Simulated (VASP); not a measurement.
# Zr (Fm-3m) in VASP: notebook

The runs below take Zr through single point, with PBEsol+D4.

Program: VASP 6.6.1. These are calculated values, not measurements. Logs are shortened: lines on timing, memory, paths and dates and some standing lists are left out, and cuts for length are marked.

### 1 The cell of the first run

The structure is cubic, space group Fm-3m (No. 225). The conventional cell has a = 4.480 Å, b = 4.480 Å, c = 4.480 Å, α = 90.00°, β = 90.00°, γ = 90.00°. Zr (site symmetry m-3m) has 12 Zr at 3.17 Å within 4.2 Å.

### 2 Single point, PBEsol+D4, collinear spin, ferromagnetic start (volume scaled by 0.98)

File INCAR:

```
  PREC = Accurate
  ENCUT = 520
  EDIFF = 1E-7
  ISMEAR = -1
  SIGMA = 0.01
  LREAL = F
  LASPH = T
  NELM = 150
  ALGO = Fast
  ISIF = 2
  LWAVE = F
  LCHARG = T
  ISPIN = 2
  MAGMOM = 1
  LORBIT = 11
  NUPDOWN = 1.0
  LMAXMIX = 4
  GGA = PS
  IVDW = 13
  LELF = T
  LVHAR = T
  NBANDS = 16
```

File KPOINTS:

```
regular mesh
0
Gamma
  10 10 10
```

File POSCAR:

```
Zr
1.0
    0.0000000000      2.2398653158      2.2398653158
    2.2398653158      0.0000000000      2.2398653158
    2.2398653158      2.2398653158      0.0000000000
Zr
1
Direct
    0.0000000000      0.0000000000      0.0000000000
```

Potentials or basis: VASP PAW PBE potentials, release 64 (Zr_sv).

On the command line:

```bash
$ cat potpaw_PBE.64/Zr_sv/POTCAR > POTCAR
$ mpirun -np 1 vasp_std > vasp.out
```

OUTCAR:

```text
PREC = Accurate
   ENCUT = 520
   EDIFF = 1E-7
   ISMEAR = -1
   LREAL = F
   LASPH = T
   NELM = 150
   ISIF = 2
   ISPIN = 2
   LORBIT = 11
   NUPDOWN = 1.0
   GGA = PS
   IVDW = 13

 ion  position               nearest neighbor table
   1  0.000  0.000  0.000-

  LATTYP: Found a face centered cubic cell.
 ALAT       =     4.4797306316

  Lattice vectors:

 A1 = (   0.0000000000,   2.2398653158,   2.2398653158)
 A2 = (   2.2398653158,   0.0000000000,   2.2398653158)
 A3 = (   2.2398653158,   2.2398653158,   0.0000000000)

Analysis of symmetry for initial positions (statically):
=====================================================================
 Subroutine PRICEL returns:
 Original cell was already a primitive cell.

 Routine SETGRP: Setting up the symmetry group for a
 face centered cubic supercell.

 Subroutine GETGRP returns: Found 48 space group operations
[... 9 lines left out ...]

 Routine SETGRP: Setting up the symmetry group for a
 face centered cubic supercell.

 Subroutine GETGRP returns: Found 48 space group operations
 (whereof 48 operations were pure point group operations)
 out of a pool of 48 trial point group operations.

The dynamic configuration has the point symmetry O_h .

Analysis of structural, dynamic, and magnetic symmetry:
=====================================================================
 Subroutine PRICEL returns:
 Original cell was already a primitive cell.

 Routine SETGRP: Setting up the symmetry group for a
 face centered cubic supercell.

 Subroutine GETGRP returns: Found 48 space group operations
 (whereof 48 operations were pure point group operations)
 out of a pool of 48 trial point group operations.

The overall configuration has the point symmetry O_h .

 Subroutine INISYM returns: Found 48 space group operations
[... 5 lines left out ...]
                                     Primitive cell

  volume of cell :      22.4748

  direct lattice vectors                    reciprocal lattice vectors
     0.000000000  2.239865316  2.239865316    -0.223227708  0.223227708  0.223227708
     2.239865316  0.000000000  2.239865316     0.223227708 -0.223227708  0.223227708
     2.239865316  2.239865316  0.000000000     0.223227708  0.223227708 -0.223227708

  length of vectors
     3.167647907  3.167647907  3.167647907     0.386641731  0.386641731  0.386641731

  position of ions in fractional coordinates (direct lattice)
     0.000000000  0.000000000  0.000000000

  ion indices of the primitive-cell ions
   primitive index   ion index
                 1           1

----------------------------------------------------------------------------------------

 KPOINTS: regular mesh

Automatic generation of k-mesh.
 Grid dimensions read from file:
 generate k-points for:   10   10   10

 Generating k-lattice:

  Cartesian coordinates                     Fractional coordinates (reciprocal lattice)
    -0.022322771  0.022322771  0.022322771     0.100000000  0.000000000  0.000000000
     0.022322771 -0.022322771  0.022322771     0.000000000  0.100000000  0.000000000
     0.022322771  0.022322771 -0.022322771     0.000000000  0.000000000  0.100000000

  Length of vectors
     0.038664173  0.038664173  0.038664173

  Shift w.r.t. Gamma in fractional coordinates (k-lattice)
     0.000000000  0.000000000  0.000000000

 Subroutine IBZKPT returns following result:
 ===========================================

 Found     47 irreducible k-points:

 Following reciprocal coordinates:
            Coordinates               Weight
  0.000000  0.000000  0.000000      1.000000
  0.100000  0.000000  0.000000      8.000000
  0.200000  0.000000  0.000000      8.000000
  0.300000  0.000000  0.000000      8.000000
  0.400000  0.000000  0.000000      8.000000
  0.500000  0.000000  0.000000      4.000000
[... 16 lines left out ...]
  0.300000  0.300000  0.000000      6.000000
  0.400000  0.300000  0.000000     24.000000
 [... further k-points ...]
   k-points           NKPTS =     47   k-points in BZ     NKDIM =     47   number of bands    NBANDS=     16
   number of dos      NEDOS =    301   number of ions     NIONS =      1
   total plane-waves  NPLWV =  13824
   dimension x,y,z NGX =    24 NGY =   24 NGZ =   24
   dimension x,y,z NGXF=    48 NGYF=   48 NGZF=   48
   ions per type =               1
   NGX,Y,Z   is equivalent  to a cutoff of  12.60, 12.60, 12.60 a.u.
   NGXF,Y,Z  is equivalent  to a cutoff of  25.19, 25.19, 25.19 a.u.
 SYSTEM =  unknown system
   PREC   = accura    normal or accurate (medium, high low for compatibility)
   ISTART =      0    job   : 0-new  1-cont  2-samecut
   ICHARG =      2    charge: 1-file 2-atom 10-const
   ISPIN  =      2    spin polarized calculation?
   LNONCOLLINEAR =      F non collinear calculations
   LSORBIT =      F    spin-orbit coupling
   LASPH  =      T    aspherical Exc in radial PAW
   ENCUT  =  520.0 eV  38.22 Ry    6.18 a.u.   5.89  5.89  5.89*2*pi/ulx,y,z
   NELM   =    150;   NELMIN=  2; NELMDL= -5     # of ELM steps
   EDIFF  = 0.1E-06   stopping-criterion for ELM
   LREAL  =      F    real-space projection
   EDIFFG = 0.1E-05   stopping-criterion for IOM
   NSW    =      0    number of steps for IOM
   IBRION =     -1    ionic relax: 0-MD 1-quasi-New 2-CG
   NFREE  =      0    steps in history (QN), initial steepest desc. (CG)
   ISIF   =      2    stress and relaxation
   ISYM   =      2    0-nonsym 1-usesym 2-fastsym
   POTIM  = 0.5000    time-step for ionic-motion
   TEBEG  =    0.0;   TEEND  =   0.0 temperature during run
   PSTRESS=    0.0 pullay stress
   NELECT =      12.0000    total number of electrons
   NUPDOWN=       1.0000    fix difference up-down
   EMIN   =  10.00;   EMAX   =-10.00  energy-range for DOS
   EFERMI =   0.00;   METHOD = LEGACY
   ISMEAR =    -1;   SIGMA  =   0.01  broadening in eV -4-tet -1-fermi 0-gaus
   EFERMI_NEDOS =   21; number of points for ismear=-14 and -15
   IALGO  =     68    algorithm
   IMIX   =      4    mixing-type and parameters
     AMIX     =   0.40;   BMIX     =  1.00
     AMIX_MAG =   1.60;   BMIX_MAG =  1.00
  volume/ion in A,a.u.               =      22.47       151.67
  Fermi-wavevector in a.u.,A,eV,Ry     =   1.328118  2.509779 23.999283  1.763898
  Thomas-Fermi vector in A             =   2.457380
   LORBIT       =     11    0 simple, 1 ext, 2 COOP (PROOUT), +10 PAW based schemes
   GGA     = PS    functional components
   LHFCALC =     F    Hartree Fock is set to
   AEXX    =    0.0000 exact exchange contribution
   IVDW    =    13    specifies the selected vdW correction
   LEPSILON=     F    determine dielectric tensor
   LRPA    =     F    only Hartree local field effects (RPA)
 spin polarized calculation
 RMM-DIIS sequential band-by-band and
  energy-cutoff  :      520.00
  volume of cell :       22.47
 maximum number of plane-waves:       620
   NGX = 11   NGY = 11   NGZ = 11

 number of electron      12.0000000 magnetization       1.0000000

 Free energy of the ion-electron system (eV)
  ---------------------------------------------------
  ext. energy  EPLUGINS =         0.00000000
  ---------------------------------------------------
  free energy    TOTEN  =        -8.87269349 eV

  energy without entropy =       -8.87241051  energy(sigma->0) =       -8.87255200

 E-fermi :   8.7215     XC(G=0): -11.3394

 val. band max:        9.4328131519   @ k =  -0.2000   0.2000   0.0000
 cond. band min:       8.7347969165   @ k =   0.5000   0.2000   0.0000
 fundamental gap:     -0.6980162354
 Fermi energy:         9.5228270922

 spin component 1

 k-point     1 :       0.0000    0.0000    0.0000
  band No.  band energies     occupation
      1     -39.5176      1.00000
      2     -17.0231      1.00000
      3     -17.0231      1.00000
      4     -17.0231      1.00000
      5       3.1718      1.00000
      6       9.8477      0.00000
[... 8 lines left out ...]
     15      27.5836      0.00000
     16      35.6813      0.00000

 k-point     2 :       0.1000    0.0000    0.0000
  band No.  band energies     occupation
      1     -39.5019      1.00000
      2     -17.1361      1.00000
      3     -17.0369      1.00000
      4     -17.0369      1.00000
      5       3.5041      1.00000
      6       9.5486      0.07069
[... 8 lines left out ...]
     15      29.1775      0.00000
     16      33.1834      0.00000
[... 387 lines left out ...]
      5       5.8424      1.00000
      6       7.3794      1.00000
[... 8 lines left out ...]
     15      27.3367      0.00000
     16      30.2702      0.00000

 k-point    24 :       0.4000    0.3000    0.0000
  band No.  band energies     occupation
      1     -39.3398      1.00000
      2     -17.8671      1.00000
      3     -17.3610      1.00000
      4     -17.3242      1.00000
      5       6.1601      1.00000
      6       7.1483      1.00000
[... 8 lines left out ...]
     15      27.6196      0.00000
     16      30.4799      0.00000

 [... further k-points ...]

 spin component 2

 k-point     1 :       0.0000    0.0000    0.0000
  band No.  band energies     occupation
      1     -39.1790      1.00000
      2     -16.6465      1.00000
      3     -16.6465      1.00000
      4     -16.6465      1.00000
      5       3.9313      1.00000
      6      10.4934      0.00000
[... 8 lines left out ...]
     15      28.2618      0.00000
     16      36.3581      0.00000

 k-point     2 :       0.1000    0.0000    0.0000
  band No.  band energies     occupation
      1     -39.1638      1.00000
      2     -16.7553      1.00000
      3     -16.6598      1.00000
      4     -16.6598      1.00000
      5       4.2611      1.00000
      6      10.2101      0.00000
[... 8 lines left out ...]
     15      29.8483      0.00000
     16      33.8899      0.00000
[... 387 lines left out ...]
      5       6.5226      1.00000
      6       8.1011      1.00000
[... 8 lines left out ...]
     15      28.0169      0.00000
     16      31.0295      0.00000

 k-point    24 :       0.4000    0.3000    0.0000
  band No.  band energies     occupation
      1     -39.0069      1.00000
      2     -17.4606      1.00000
      3     -16.9733      1.00000
      4     -16.9379      1.00000
      5       6.8018      1.00000
      6       7.8737      1.00000
[... 8 lines left out ...]
     15      28.3275      0.00000
     16      31.2329      0.00000

 [... further k-points ...]

------------------------ aborting loop because EDIFF is reached ----------------------------------------

  DFT-D4 for vdW energy calculation

  Edisp (eV):   -0.12419

  FORCE on cell =-STRESS in cart. coord.  units (eV):
  Direction    XX          YY          ZZ          XY          YZ          ZX
  --------------------------------------------------------------------------------------
  -------------------------------------------------------------------------------------
  Total       0.16591     0.16591     0.16591    -0.00000    -0.00000     0.00000
  in kB      11.82759    11.82759    11.82759    -0.00000    -0.00000     0.00000
  external pressure =       11.83 kB  Pullay stress =        0.00 kB

 VOLUME and BASIS-vectors are now :
 -----------------------------------------------------------------------------
  energy-cutoff  :      520.00
  volume of cell :       22.47
      direct lattice vectors                 reciprocal lattice vectors
     0.000000000  2.239865316  2.239865316    -0.223227708  0.223227708  0.223227708
     2.239865316  0.000000000  2.239865316     0.223227708 -0.223227708  0.223227708
     2.239865316  2.239865316  0.000000000     0.223227708  0.223227708 -0.223227708

 POSITION                                       TOTAL-FORCE (eV/Angst)
 -----------------------------------------------------------------------------------
      0.00000      0.00000      0.00000         0.000000      0.000000      0.000000
 -----------------------------------------------------------------------------------
    total drift:                                0.000000      0.000000     -0.000000

  FREE ENERGIE OF THE ION-ELECTRON SYSTEM (eV)
  ---------------------------------------------------
  free  energy   TOTEN  =        -8.9968879317 eV

  energy  without entropy=       -8.9966049521  energy(sigma->0) =       -8.99674644

 total charge

# of ion       s       p       d       tot
------------------------------------------
    1        2.240   5.957   1.681   9.877

 magnetization (x)

# of ion       s       p       d       tot
------------------------------------------
    1        0.011   0.046   0.504   0.561
```

It took 20 s on 1 thread of Intel Xeon Platinum 8488C (Sapphire Rapids), shared host; peak memory 0.16 GiB.

Results:

| Quantity | Value |
| --- | --- |
| Free energy | -8.9969 eV |
| Pressure | 1.2 GPa |
| Net moment | 1.00 μB per cell |
| Site moments | Zr +0.56 μB |
| Valence electrons inside the program's atomic spheres | Zr 9.88 |
| Dispersion energy per atom | -0.124 eV |

Caveat: the cell differs from its parent crystal (volume scaled by 0.98); the PAW data sets were made with another functional, which shifts forces and pressure a little; the total moment is fixed, so each spin has its own Fermi level.

### 3 Single point, PBEsol+D4, collinear spin, ferromagnetic start

This run uses another cell than the first one, of 22.93 Å³/atom, 1.020 times its volume.

File INCAR:

```
SYSTEM = Zr
  PREC = Accurate
  ENCUT = 520
  EDIFF = 1E-7
  ISMEAR = -1
  SIGMA = 0.01
  LREAL = .False.
  LASPH = .True.
  NELM = 150
  ALGO = Normal
  ISIF = 2
  LWAVE = .False.
  LCHARG = .True.
  ISPIN = 2
  MAGMOM = 1
  LORBIT = 11
  NUPDOWN = 1.0
  LMAXMIX = 4
  GGA = PS
  IVDW = 13
  LELF = .True.
  LVHAR = .True.
  NBANDS = 16
```

File KPOINTS:

```
regular mesh
0
Gamma
  10 10 10
  0 0 0
```

File POSCAR:

```
Zr
1.0
    0.0000000000      2.2550000000      2.2550000000
    2.2550000000      0.0000000000      2.2550000000
    2.2550000000      2.2550000000      0.0000000000
Zr
1
Direct
    0.0000000000      0.0000000000      0.0000000000
```

Potentials or basis: VASP PAW PBE potentials, release 64 (Zr_sv).

On the command line:

```bash
$ cat potpaw_PBE.64/Zr_sv/POTCAR > POTCAR
$ mpirun -np 1 vasp_std > vasp.out
```

It took 15 s on 1 thread of Intel Xeon Platinum 8488C (Sapphire Rapids), shared host; peak memory 0.16 GiB.

The run converged. Its results:

```yaml
Free_energy: -8.9975 eV
Pressure: -0.9 GPa
Net_moment: 1.00 μB per cell
Site_moments: Zr +0.56 μB
Valence_electrons_inside_the_program's_atomic_spheres: Zr 9.85
Dispersion_energy_per_atom: -0.122 eV
```

Caveat: the PAW data sets were made with another functional, which shifts forces and pressure a little; the total moment is fixed, so each spin has its own Fermi level.

### 4 Single point, PBEsol+D4, collinear spin, ferromagnetic start (volume scaled by 1.02)

File INCAR:

```
  PREC = Accurate
  ENCUT = 520
  EDIFF = 1E-6
  ISMEAR = -1
  SIGMA = 0.01
  LREAL = F
  LASPH = T
  NELM = 150
  ALGO = Normal
  ISIF = 2
  LWAVE = F
  LCHARG = F
  ISPIN = 2
  MAGMOM = 1
  LORBIT = 11
  NUPDOWN = 1.0
  LMAXMIX = 4
  GGA = PS
  IVDW = 13
  NBANDS = 16
```

File KPOINTS:

```
Automatic mesh
0
Gamma
  10 10 10
```

File POSCAR:

```
Zr
1.0
    0.0000000000      2.2699342101      2.2699342101
    2.2699342101      0.0000000000      2.2699342101
    2.2699342101      2.2699342101      0.0000000000
Zr
1
Direct
    0.0000000000      0.0000000000      0.0000000000
```

On the command line:

```bash
$ cat potpaw_PBE.64/Zr_sv/POTCAR > POTCAR
$ mpirun -np 1 vasp_std > vasp.out
```

Run time: 14 s. Hardware: 1 thread of Intel Xeon Platinum 8488C (Sapphire Rapids), shared host; peak memory 0.16 GiB.

The run converged. Its results:

```yaml
Free_energy: -8.9926 eV
Pressure: -2.7 GPa
Net_moment: 1.00 μB per cell
Site_moments: Zr +0.55 μB
Valence_electrons_inside_the_program's_atomic_spheres: Zr 9.83
Dispersion_energy_per_atom: -0.119 eV
```

Caveat: the cell differs from its parent crystal (volume scaled by 1.02); the PAW data sets were made with another functional, which shifts forces and pressure a little; the total moment is fixed, so each spin has its own Fermi level.

[end of part 1 of 2]
